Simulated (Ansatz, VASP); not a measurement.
Given: the input of a run of Ansatz 0.2.0 on Ti.

File input.yaml:

```yaml
crystal:
  lattice:
    - [-1.6518678664, 1.6518678664, 1.6518678664]
    - [1.6518678664, -1.6518678664, 1.6518678664]
    - [1.6518678664, 1.6518678664, -1.6518678664]
  atoms:
    - { symbol: Ti, position: [0.0, 0.0, 0.0] }
hamiltonian:
  xc: r2scan
  pseudopotentials: { kind: paw }
kpoints:
  mp_grid: { grid: [11, 11, 11] }
scf:
  occupations: { method: fermi_dirac, width: 0.05 }
output:
  forces: true
  stress: true
  eigenvalues: true
```

Potentials or basis: Ansatz PAW.

Run with:

```sh
$ ansatz run input.yaml --threads 2 --pin off --max-ram 5632MiB --backend cpu --events-out ev --progress --plain --runs-dir out
```

Question: Translate it to VASP 6.6.1. Potentials there: VASP PAW PBE potentials, release 64 (Ti_sv).

Answer: As run (the cutoff follows the program's own potentials):

The input POSCAR:

```
Ti
1.0
   -1.6518678664      1.6518678664      1.6518678664
    1.6518678664     -1.6518678664      1.6518678664
    1.6518678664      1.6518678664     -1.6518678664
Ti
1
Direct
    0.0000000000      0.0000000000      0.0000000000
```

The input INCAR.step1:

```
  PREC = Accurate
  ENCUT = 520
  ISMEAR = -1
  SIGMA = 0.05
  LREAL = False
  LASPH = True
  NELM = 60
  NBANDS = 12
  GGA = PE
  ALGO = Normal
  EDIFF = 1E-4
  LWAVE = True
  LCHARG = False
```

INCAR.step2

```
  PREC = Accurate
  ENCUT = 520
  EDIFF = 1E-7
  ISMEAR = -1
  SIGMA = 0.05
  LREAL = False
  LASPH = True
  NELM = 60
  ALGO = Normal
  ISIF = 2
  LWAVE = False
  LCHARG = True
  METAGGA = R2SCAN
  LMIXTAU = True
  LELF = True
  LVHAR = True
  NBANDS = 12
  ISTART = 1
```

Contents of KPOINTS:

```
regular mesh
0
Gamma
  11 11 11
```

Potentials or basis: VASP PAW PBE potentials, release 64 (Ti_sv).

Launch:

```bash
$ cat potpaw_PBE.64/Ti_sv/POTCAR > POTCAR
$ cp INCAR.step1 INCAR
$ mpirun -np 1 vasp_std > vasp.out
$ cp INCAR.step2 INCAR
$ mpirun -np 1 vasp_std > vasp.out
```

Both were run:

|  | VASP | Ansatz | Ansatz less VASP |
| --- | --- | --- | --- |
| gap on the k mesh at the Fermi level (eV) | none | none | - |
| pressure (GPa) | -4.4 | -4.7 | -0.38 |

VASP's potentials were made for PBE, not for r2SCAN. A gap of «none» marks a metal or a gap that the smearing closes. The functional is the same, so the differences come from potentials, cutoffs and numerics.
